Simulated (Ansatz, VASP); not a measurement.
# One calculation of Be2CdO3, two programs

File INCAR:

```
  PREC = Accurate
  ENCUT = 520
  EDIFF = 1E-6
  ISMEAR = 0
  SIGMA = 0.1
  LREAL = False
  LASPH = True
  NELM = 80
  ALGO = Normal
  ISIF = 2
  LWAVE = False
  LCHARG = False
  GGA = PE
  NBANDS = 46
```

The input KPOINTS:

```
regular mesh
0
Gamma
  4 4 4
```

File POSCAR:

```
Be2CdO3
1.0
    0.0000000000      0.0000000000     -4.7271711117
    0.0000000000      5.1898412540      0.0000000000
    4.5469145123     -2.5949206270      0.0000000000
Be Cd O
4 2 6
Direct
    0.5035721394      0.1655757361      0.6403277177
    0.0035721394      0.4747519816      0.6403277177
    0.0035721394      0.8344242639      0.3596722823
    0.5035721394      0.5252480184      0.3596722823
    0.4870447464      0.8111950360      1.0000000000
    0.9870447464      0.1888049640      1.0000000000
    0.3525851844      0.4191277310      0.5783309983
    0.3525851844      0.8407967327      0.4216690017
    0.4603406057      0.2530869350      1.0000000000
    0.8525851844      0.1592032673      0.5783309983
    0.8525851844      0.5808722690      0.4216690017
    0.9603406057      0.7469130650      1.0000000000
```

Input for Ansatz:

```yaml
crystal:
  lattice:
    - [0.0, 0.0, -4.7271711117]
    - [0.0, 5.189841254, 0.0]
    - [4.5469145123, -2.594920627, 0.0]
  atoms:
    - { symbol: Be, position: [0.5035721394, 0.1655757361, 0.6403277177] }
    - { symbol: Be, position: [0.0035721394, 0.4747519816, 0.6403277177] }
    - { symbol: Be, position: [0.0035721394, 0.8344242639, 0.3596722823] }
    - { symbol: Be, position: [0.5035721394, 0.5252480184, 0.3596722823] }
    - { symbol: Cd, position: [0.4870447464, 0.811195036, 1.0] }
    - { symbol: Cd, position: [0.9870447464, 0.188804964, 1.0] }
    - { symbol: O, position: [0.3525851844, 0.419127731, 0.5783309983] }
    - { symbol: O, position: [0.3525851844, 0.8407967327, 0.4216690017] }
    - { symbol: O, position: [0.4603406057, 0.253086935, 1.0] }
    - { symbol: O, position: [0.8525851844, 0.1592032673, 0.5783309983] }
    - { symbol: O, position: [0.8525851844, 0.580872269, 0.4216690017] }
    - { symbol: O, position: [0.9603406057, 0.746913065, 1.0] }
basis:
  ecutwfc: 420
kpoints:
  mp_grid: { grid: [4, 4, 4] }
hamiltonian:
  xc: pbe
scf:
  occupations: { method: gaussian, width: 0.1 }
  lower_state_search: "off"
output:
  forces: true
  stress: true
  eigenvalues: true
```

Alike in both runs: task single point; functional PBE; k mesh 4 × 4 × 4; occupations gaussian, width 0.1 eV; no spin polarisation.

|  | VASP | Ansatz |
| --- | --- | --- |
| version | VASP 6.6.1 | Ansatz 0.2.0 |
| potentials or method | VASP PAW PBE potentials, release 64 (Be, Cd, O), cutoff 520 eV | scalar-relativistic, plane waves, PAW |
| valence electrons in the cell | 68 | 84 |

Ansatz gave:

| Property | Result |
| --- | --- |
| gap on the k mesh at the Fermi level (eV) | 2.00 |
| least direct gap on the mesh (eV) | 2.45 |
| pressure (GPa) | 0.0 |
| traceless stress, the component that is largest in VASP (GPa) | 0.00 |
| rms of the force components (eV/Å) | 0.002 |

What did VASP give for the same quantities?

gap on the k mesh at the Fermi level (eV): 1.99; least direct gap on the mesh (eV): 2.45; pressure (GPa): 0.9; traceless stress, the component that is largest in VASP (GPa): -0.11; rms of the force components (eV/Å): 0.029.

Atom by atom the forces differ by 0.028 eV/Å (rms over components). VASP's potentials hold 68 valence electrons a cell and Ansatz's 84, so a difference there can come from the potentials and not from the codes.
